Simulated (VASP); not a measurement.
SnO:

```
Sn O
1.0
     3.83051    0.00000    0.00000
     0.00000    3.83051    0.00000
     0.00000    0.00000    4.80597
Sn O
2 2
Direct
  0.00000 0.50000 0.23643
  0.50000 0.00000 0.76357
  0.50000 0.50000 0.00000
  0.00000 0.00000 0.00000
```

This cell differs from its parent crystal: strain +1.0%.

Base run:

* Program: VASP 6.6.1
* Functional: r2SCAN
* Potentials or basis: VASP PAW PBE potentials, release 64 (Sn_d, O)
* Cutoff: 660 eV
* k mesh: 6 × 6 × 6
* Occupations: gaussian, width 0.01 eV
* Spin: no spin polarisation

Its results: band gap on the k mesh 0.32 eV, indirect (least direct gap 2.31 eV); pressure 0.1 GPa; largest force 0.122 eV/Å.

The run is repeated on the same cell with these changes: functional from r2SCAN to PBE; cutoff from 660 eV to 600 eV; occupations from gaussian, width 0.01 eV to fermi-dirac, width 0.02 eV. What comes out?

Band gap on the k mesh 0.20 eV, indirect (least direct gap 1.98 eV); pressure 3.9 GPa; largest force 0.551 eV/Å.

Caveats: spin-orbit coupling is left out, which moves the levels of the heavy elements; the PAW data sets were made with another functional, which shifts forces and pressure a little (some runs).

A k mesh can miss the band edges.
